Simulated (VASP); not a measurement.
KCl (Sylvite), 2 atoms in the cell. The structure is cubic, space group Fm-3m (No. 225). Conventional cell: a = 6.442 Å, b = 6.442 Å, c = 6.442 Å, α = 90.00°, β = 90.00°, γ = 90.00°. Within 4.2 Å of K (site symmetry m-3m) lie 6 Cl at 3.22 Å. Cl (site symmetry m-3m) has 6 K at 3.22 Å within 4.2 Å.  This cell differs from its parent crystal: volume changed by +3%.

* Program: VASP 6.6.1
* Task: single point
* Functional: PBE
* Potentials or basis: VASP PAW PBE potentials, release 64 (K_sv, Cl)
* Cutoff: 520 eV
* k mesh: 6 × 6 × 6
* Occupations: gaussian, width 0.01 eV
* Spin: no spin polarisation
* Dipole correction: no
* Further INCAR settings: ALGO = Normal; EDIFF = 1e-06; NBANDS = 15

Potentials or basis: VASP PAW PBE potentials, release 64 (K_sv, Cl).

Run with:

```bash
$ cat potpaw_PBE.64/K_sv/POTCAR potpaw_PBE.64/Cl/POTCAR > POTCAR
$ mpirun -np 1 vasp_std > vasp.out
```

Hardware: 1 thread of Intel Xeon 6975P-C (shared host).

Q: How long does it take, and how much memory?

A: It took 20 s on 1 thread of Intel Xeon 6975P-C, on a shared host, peak memory 0.2 GiB. Counts: scf iterations 13, k points 16.
